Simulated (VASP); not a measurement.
# IrO (P-6m2) in VASP: notebook

IrO is run at these levels: PBE; tasks: single point, relaxation of cell and atoms.

Program: VASP 6.6.1. These are calculated values, not measurements. Logs are shortened: lines on timing, memory, paths and dates and some standing lists are left out, and cuts for length are marked.

**1. The cell of the first run**

It takes space group P-6m2 (No. 187, hexagonal). The conventional cell has a = 2.738 Å, b = 2.738 Å, c = 3.461 Å, α = 90.00°, β = 90.00°, γ = 120.00°. Within 3.1 Å of Ir (site symmetry -6m2) lie 6 O at 2.34 Å and 6 Ir at 2.74 Å. O (site symmetry -6m2) has 6 Ir at 2.34 Å and 6 O at 2.74 Å within 3.1 Å.

**2. Single point, PBE**

The input, INCAR:

```
ALGO     = Normal         # electronic algorithm
EDIFF    = 1E-7           # SCF threshold, eV
ENCUT    = 520            # plane-wave cutoff, eV
GGA      = PE             # functional
ISIF     = 2              # what is computed and relaxed
ISMEAR   = 0              # smearing method
LASPH    = T              # aspherical terms in the spheres
LCHARG   = T              # write CHGCAR
LELF     = T              # ELF
LREAL    = F              # projectors in reciprocal space
LVHAR    = T            
LWAVE    = F              # write WAVECAR
NBANDS   = 14             # bands
NELM     = 100            # most SCF steps
PREC     = Accurate       # precision mode
SIGMA    = 0.1            # smearing width, eV
```

The input, KPOINTS:

```
k-points
0
Gamma
  6 6 6
```

The input, POSCAR:

```
IrO
1.0
    2.7376154233      0.0000000000      0.0000000000
   -1.3688077117      2.3708445024      0.0000000000
    0.0000000000      0.0000000000      3.4614889038
Ir O
1 1
Direct
    0.0000000000      0.0000000000      0.0000000000
    0.6666666667      0.3333333333      0.5000000000
```

Potentials or basis: VASP PAW PBE potentials, release 64 (Ir, O).

Command:

```console
cat potpaw_PBE.64/Ir/POTCAR potpaw_PBE.64/O/POTCAR > POTCAR
mpirun -np 1 vasp_std > vasp.out
```

OUTCAR:

```text
EDIFF = 1E-7
   ENCUT = 520
   GGA = PE
   ISIF = 2
   ISMEAR = 0
   LASPH = T
   LREAL = F
   NELM = 100
   PREC = Accurate

 ion  position               nearest neighbor table
   1  0.000  0.000  0.000-   2 2.34   2 2.34   2 2.34   2 2.34   2 2.34   2 2.34
   2  0.667  0.333  0.500-   1 2.34   1 2.34   1 2.34   1 2.34   1 2.34   1 2.34

  LATTYP: Found a hexagonal cell.
 ALAT       =     2.7376154233
 C/A-ratio  =     1.2644175198

  Lattice vectors:

 A1 = (   2.7376154233,   0.0000000000,   0.0000000000)
 A2 = (  -1.3688077117,   2.3708445024,   0.0000000000)
 A3 = (   0.0000000000,   0.0000000000,   3.4614889038)

Analysis of symmetry for initial positions (statically):
=====================================================================
 Subroutine PRICEL returns:
 Original cell was already a primitive cell.

 Routine SETGRP: Setting up the symmetry group for a
 hexagonal supercell.

 Subroutine GETGRP returns: Found 12 space group operations
 (whereof 12 operations were pure point group operations)
 out of a pool of 24 trial point group operations.

The static configuration has the point symmetry D_3h.

Analysis of symmetry for dynamics (positions and initial velocities):
=====================================================================
 Subroutine PRICEL returns:
 Original cell was already a primitive cell.

 Routine SETGRP: Setting up the symmetry group for a
 hexagonal supercell.

 Subroutine GETGRP returns: Found 12 space group operations
 (whereof 12 operations were pure point group operations)
 out of a pool of 24 trial point group operations.

The dynamic configuration has the point symmetry D_3h.

 Subroutine INISYM returns: Found 12 space group operations
 (whereof 12 operations are pure point group operations),
 and found     1 'primitive' translations

----------------------------------------------------------------------------------------

                                     Primitive cell

  volume of cell :      22.4667

  direct lattice vectors                    reciprocal lattice vectors
     2.737615423  0.000000000  0.000000000     0.365281402  0.210895316  0.000000000
    -1.368807712  2.370844502  0.000000000     0.000000000  0.421790632  0.000000000
     0.000000000  0.000000000  3.461488904     0.000000000  0.000000000  0.288893025

  length of vectors
     2.737615423  2.737615423  3.461488904     0.421790632  0.421790632  0.288893025

  position of ions in fractional coordinates (direct lattice)
     0.000000000  0.000000000  0.000000000
     0.666666667  0.333333333  0.500000000

  ion indices of the primitive-cell ions
   primitive index   ion index
                 1           1
                 2           2

----------------------------------------------------------------------------------------

 KPOINTS: k-points

Automatic generation of k-mesh.
 Grid dimensions read from file:
 generate k-points for:    6    6    6

 Generating k-lattice:

  Cartesian coordinates                     Fractional coordinates (reciprocal lattice)
     0.060880234  0.035149219  0.000000000     0.166666667 -0.000000000  0.000000000
     0.000000000  0.070298439  0.000000000     0.000000000  0.166666667  0.000000000
     0.000000000  0.000000000  0.048148837     0.000000000  0.000000000  0.166666667

  Length of vectors
     0.070298439  0.070298439  0.048148837

  Shift w.r.t. Gamma in fractional coordinates (k-lattice)
     0.000000000  0.000000000  0.000000000

 Subroutine IBZKPT returns following result:
 ===========================================

 Found     28 irreducible k-points:

 Following reciprocal coordinates:
            Coordinates               Weight
  0.000000  0.000000  0.000000      1.000000
  0.166667  0.000000  0.000000      6.000000
  0.333333  0.000000  0.000000      6.000000
  0.500000 -0.000000  0.000000      3.000000
  0.166667  0.166667  0.000000      6.000000
  0.333333  0.166667  0.000000     12.000000
[... 16 lines left out ...]
  0.166667  0.000000  0.500000      6.000000
  0.333333  0.000000  0.500000      6.000000
 [... further k-points ...]
   k-points           NKPTS =     28   k-points in BZ     NKDIM =     28   number of bands    NBANDS=     14
   number of dos      NEDOS =    301   number of ions     NIONS =      2
   total plane-waves  NPLWV =  11200
   dimension x,y,z NGX =    20 NGY =   20 NGZ =   28
   dimension x,y,z NGXF=    40 NGYF=   40 NGZF=   56
   ions per type =               1   1
   NGX,Y,Z   is equivalent  to a cutoff of  12.15, 12.15, 13.45 a.u.
   NGXF,Y,Z  is equivalent  to a cutoff of  24.29, 24.29, 26.90 a.u.
 SYSTEM =  unknown system
   PREC   = accura    normal or accurate (medium, high low for compatibility)
   ISTART =      0    job   : 0-new  1-cont  2-samecut
   ICHARG =      2    charge: 1-file 2-atom 10-const
   ISPIN  =      1    spin polarized calculation?
   LNONCOLLINEAR =      F non collinear calculations
   LSORBIT =      F    spin-orbit coupling
   LASPH  =      T    aspherical Exc in radial PAW
   ENCUT  =  520.0 eV  38.22 Ry    6.18 a.u.   5.09  5.09  6.44*2*pi/ulx,y,z
   NELM   =    100;   NELMIN=  2; NELMDL= -5     # of ELM steps
   EDIFF  = 0.1E-06   stopping-criterion for ELM
   LREAL  =      F    real-space projection
   EDIFFG = 0.1E-05   stopping-criterion for IOM
   NSW    =      0    number of steps for IOM
   IBRION =     -1    ionic relax: 0-MD 1-quasi-New 2-CG
   NFREE  =      0    steps in history (QN), initial steepest desc. (CG)
   ISIF   =      2    stress and relaxation
   ISYM   =      2    0-nonsym 1-usesym 2-fastsym
   POTIM  = 0.5000    time-step for ionic-motion
   TEBEG  =    0.0;   TEEND  =   0.0 temperature during run
   PSTRESS=    0.0 pullay stress
   NELECT =      15.0000    total number of electrons
   NUPDOWN=      -1.0000    fix difference up-down
   EMIN   =  10.00;   EMAX   =-10.00  energy-range for DOS
   EFERMI =   0.00;   METHOD = LEGACY
   ISMEAR =     0;   SIGMA  =   0.10  broadening in eV -4-tet -1-fermi 0-gaus
   EFERMI_NEDOS =   21; number of points for ismear=-14 and -15
   IALGO  =     38    algorithm
   IMIX   =      4    mixing-type and parameters
     AMIX     =   0.40;   BMIX     =  1.00
     AMIX_MAG =   1.60;   BMIX_MAG =  1.00
  volume/ion in A,a.u.               =      11.23        75.81
  Fermi-wavevector in a.u.,A,eV,Ry     =   1.430844  2.703904 27.855424  2.047316
  Thomas-Fermi vector in A             =   2.550646
   LORBIT       =      0    0 simple, 1 ext, 2 COOP (PROOUT), +10 PAW based schemes
   GGA     = PE    functional components
   LHFCALC =     F    Hartree Fock is set to
   AEXX    =    0.0000 exact exchange contribution
   IVDW    =     0    specifies the selected vdW correction
   LEPSILON=     F    determine dielectric tensor
   LRPA    =     F    only Hartree local field effects (RPA)
 non-spin polarized calculation
 Gauss-broadening in eV      SIGMA  =   0.10
  energy-cutoff  :      520.00
  volume of cell :       22.47
 maximum number of plane-waves:       615
   NGX = 11   NGY = 11   NGZ = 13

 number of electron      14.9999996 magnetization

 Free energy of the ion-electron system (eV)
  ---------------------------------------------------
  ext. energy  EPLUGINS =         0.00000000
  ---------------------------------------------------
  free energy    TOTEN  =       -12.48640795 eV

  energy without entropy =      -12.48163581  energy(sigma->0) =      -12.48402188

 E-fermi :   7.8385     XC(G=0): -13.0891

 val. band max:        7.8071579629   @ k =   0.1667   0.0000   0.1667
 cond. band min:       7.9192960562   @ k =   0.3333   0.3333   0.3333
 fundamental gap:      0.1121380933
 Fermi energy:         7.8385136740

 k-point     1 :       0.0000    0.0000    0.0000
  band No.  band energies     occupation
      1     -12.4975      2.00000
      2       0.9386      2.00000
      3       2.3989      2.00000
      4       3.5605      2.00000
      5       3.5605      2.00000
      6       6.7859      2.00000
      7       6.7859      2.00000
      8       7.3266      2.00000
      9       7.3266      2.00000
     10       7.4109      2.00000
     11      20.6508      0.00000
     12      21.3902      0.00000
     13      27.4719      0.00000
     14      27.4719      0.00000

 k-point     2 :       0.1667    0.0000    0.0000
  band No.  band energies     occupation
      1     -12.1706      2.00000
      2       1.7929      2.00000
      3       1.8585      2.00000
      4       2.5031      2.00000
      5       4.0112      2.00000
      6       5.5501      2.00000
      7       6.9377      2.00000
      8       7.1154      2.00000
      9       7.6992      1.95119
     10       8.9627      0.00000
     11      20.5874      0.00000
     12      22.0735      0.00000
     13      25.4415      0.00000
     14      27.9272      0.00000

 k-point     3 :       0.3333    0.0000    0.0000
  band No.  band energies     occupation
      1     -11.4548      2.00000
      2       0.5675      2.00000
      3       1.0098      2.00000
      4       2.6285      2.00000
      5       4.5120      2.00000
      6       6.4855      2.00000
      7       6.7177      2.00000
      8       7.9907      0.03140
      9       8.0831      0.00054
     10      10.3528      0.00000
     11      20.3068      0.00000
     12      20.9748      0.00000
     13      23.6078      0.00000
     14      26.9273      0.00000
[... 324 lines left out ...]
 k-point    23 :       0.1667    0.0000    0.5000
  band No.  band energies     occupation
      1     -11.6998      2.00000
      2      -1.2916      2.00000
      3       3.6046      2.00000
      4       3.6962      2.00000
      5       4.0549      2.00000
      6       4.8973      2.00000
      7       5.5037      2.00000
      8       7.3066      2.00000
      9       8.4744      0.00000
     10      11.9278      0.00000
     11      16.4001      0.00000
     12      24.8792      0.00000
     13      26.2476      0.00000
     14      26.8267      0.00000

 k-point    24 :       0.3333    0.0000    0.5000
  band No.  band energies     occupation
      1     -11.3348      2.00000
      2      -0.0792      2.00000
      3       1.7816      2.00000
      4       3.2859      2.00000
      5       3.5631      2.00000
      6       6.3240      2.00000
      7       6.5397      2.00000
      8       7.5708      1.99985
      9       8.9095      0.00000
     10      11.8444      0.00000
     11      19.0742      0.00000
     12      21.0860      0.00000
     13      22.5268      0.00000
     14      25.5156      0.00000

 [... further k-points ...]

------------------------ aborting loop because EDIFF is reached ----------------------------------------

  FORCE on cell =-STRESS in cart. coord.  units (eV):
  Direction    XX          YY          ZZ          XY          YZ          ZX
  --------------------------------------------------------------------------------------
  -------------------------------------------------------------------------------------
  Total        0.0694855      0.0694855      0.0211928     -0.0000000     -0.0000000      0.0000000
  in kB        4.9552559      4.9552559      1.5113306     -0.0000000     -0.0000000      0.0000000
  external PRESSURE =       3.8072808 kB  Pullay stress =       0.0000000 kB

 VOLUME and BASIS-vectors are now :
 -----------------------------------------------------------------------------
  energy-cutoff  :      520.00
  volume of cell :       22.47
      direct lattice vectors                 reciprocal lattice vectors
     2.737615423  0.000000000  0.000000000     0.365281402  0.210895316  0.000000000
    -1.368807712  2.370844502  0.000000000     0.000000000  0.421790632  0.000000000
     0.000000000  0.000000000  3.461488904     0.000000000  0.000000000  0.288893025

 POSITION                                       TOTAL-FORCE (eV/Angst)
 -----------------------------------------------------------------------------------
      0.00000      0.00000      0.00000         0.000000      0.000000      0.000000
      1.36881      0.79028      1.73074        -0.000000      0.000000      0.000000
 -----------------------------------------------------------------------------------
    total drift:                               -0.000001      0.000001      0.000000

  FREE ENERGIE OF THE ION-ELECTRON SYSTEM (eV)
  ---------------------------------------------------
  free  energy   TOTEN  =       -12.4864079461 eV

  energy  without entropy=      -12.4816358072  energy(sigma->0) =      -12.48402188
```

Run time: 5 s. Hardware: 1 thread of Intel Xeon 6975P-C (Granite Rapids), shared host; peak memory 0.13 GiB.

Results:

* Free energy: -12.4864 eV
* Pressure: 0.4 GPa
* Band gap on the k mesh: zero (an odd number of electrons rules out a gap without spin polarisation)

Levels at points of the mesh, in eV from the Fermi level:
```
           k point  band 4  band 5  band 6  band 7  band 8  band 9  band 10  band 11
(0.00, 0.00, 0.00)   -4.28   -4.28   -1.05   -1.05   -0.51   -0.51    -0.43    12.81
(0.50, 0.00, 0.00)   -5.67   -3.27   -1.31    0.31    0.65    1.16     4.05     8.45
(0.00, 0.00, 0.50)   -3.29   -3.29   -3.18   -3.18    0.30    0.30     4.16     6.76
(0.50, 0.00, 0.50)   -4.87   -3.69   -1.53   -0.54    1.11    1.22     5.56     8.21
```

Caveat: the k points lie up to 0.44 Å⁻¹ apart, too coarse for converged energies and pressures of a metal; spin-orbit coupling is left out, which moves the levels of the heavy elements; an odd number of electrons without spin polarisation forces a metal; a magnetic or distorted state may lie lower.

**3. Relaxation of cell and atoms, PBE**

This run uses another cell than the first one, of 9.47 Å³/atom.

The input, INCAR:

```
SYSTEM = IrO
PREC = Accurate
ENCUT = 600
EDIFF = 1E-6
ISMEAR = 0
SIGMA = 0.1
LREAL = .FALSE.
LASPH = .TRUE.
NELM = 60
ALGO = Normal
ISIF = 3
LWAVE = .FALSE.
LCHARG = .FALSE.
GGA = PE
IBRION = 2
NSW = 90
EDIFFG = -0.04
```

The input, KPOINTS:

```
regular mesh
0
G
  6 6 6
  0 0 0
```

The input, POSCAR:

```
IrO
1.0
    2.8195123734      0.0000000000      0.0000000000
   -1.4097561867      2.4417693417      0.0000000000
    0.0000000000      0.0000000000      2.7500074316
Ir O
1 1
Direct
    0.0000000000      0.0000000000      0.0000000000
    0.6666666667      0.3333333333      0.5000000000
```

Potentials or basis: VASP PAW PBE potentials, release 64 (Ir, O).

Command:

```console
cat potpaw_PBE.64/Ir/POTCAR potpaw_PBE.64/O/POTCAR > POTCAR
mpirun -np 1 vasp_std > vasp.out
```

Run time: 29 s. Hardware: 1 thread of Intel Xeon 6975P-C (Granite Rapids), shared host; peak memory 0.15 GiB.

It converged, with:

| Property | Result |
| --- | --- |
| Free energy | -12.4716 eV |
| Relaxed volume | 11.22 Å³/atom |
| Relaxed cell | a = 2.741 Å, b = 2.741 Å, c = 3.449 Å, α = 90.00°, β = 90.00°, γ = 120.00° |
| Space group after relaxing (to 0.1 Å) | P-6m2 (No. 187) |
| Pressure after relaxing | 0.1 GPa |
| Band gap on the k mesh | zero (an odd number of electrons rules out a gap without spin polarisation) |

Final structure:
```xyz
2
Lattice="2.7408 0.0000 0.0000 -1.3704 2.3736 0.0000 0.0000 0.0000 3.4489" Properties=species:S:1:pos:R:3 pbc="T T T"
Ir    0.0000    0.0000    0.0000
O     1.3704    0.7912    1.7244
```

Levels at points of the mesh, in eV from the Fermi level:
```
           k point  band 3  band 4  band 5  band 6  band 7  band 8  band 9  band 10  band 11
(0.00, 0.00, 0.00)   -5.45   -4.32   -4.32   -1.06   -1.06   -0.52   -0.52    -0.44    13.54
(0.50, 0.00, 0.00)   -7.20   -5.65   -3.33   -1.31    0.32    0.63    1.14     4.06     8.42
(0.00, 0.00, 0.50)   -3.82   -3.35   -3.35   -3.18   -3.18    0.29    0.29     4.19     6.75
(0.50, 0.00, 0.50)   -6.94   -4.93   -3.67   -1.50   -0.52    1.09    1.23     5.57     8.22
```

Caveat: the k points lie up to 0.44 Å⁻¹ apart in the final cell, too coarse for converged energies and pressures of a metal; the volume moved by over 15 % at a fixed basis, so the end points are rough; spin-orbit coupling is left out, which moves the levels of the heavy elements; an odd number of electrons without spin polarisation forces a metal; a magnetic or distorted state may lie lower.

[end of part 1 of 2]

The gap in the log of VASP goes by the Fermi energy; the results here count the filled bands.